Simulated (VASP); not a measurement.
Input of a VASP 6.6.1 run:

Contents of INCAR:

```
SYSTEM = KF
  ALGO = Normal
  EDIFF = 1E-6
  ENCUT = 520
  GGA = PE
  ISIF = 2
  ISMEAR = -1
  LASPH = .True.
  LCHARG = .False.
  LREAL = .False.
  LWAVE = .False.
  NBANDS = 15
  NELM = 60
  PREC = Accurate
  SIGMA = 0.02
```

The input KPOINTS:

```
k-points
0
Gamma
  8 8 8
  0 0 0
```

File POSCAR:

```
KF
1.0
    3.1788706815      0.0000000000      0.0000000000
    0.0000000000      3.1788706815      0.0000000000
    0.0000000000      0.0000000000      3.3171515562
K F
1 1
Direct
    0.0000000000      0.0000000000      0.0000000000
    0.5000000000      0.5000000000      0.5000000000
```

Potentials or basis: VASP PAW PBE potentials, release 64 (K_sv, F).

Launch:

```sh
$ cat potpaw_PBE.64/K_sv/POTCAR potpaw_PBE.64/F/POTCAR > POTCAR
$ mpirun -np 1 vasp_std > vasp.out
```

(1) Estimate the band gap on the k mesh.

(2) What does it give for the pressure?

Answers

(1) 6.42 eV, indirect (least direct gap 6.46 eV).

(2) 1.2 GPa.

Caveat: the cell differs from its parent crystal (uniaxial z strain +4.3%).
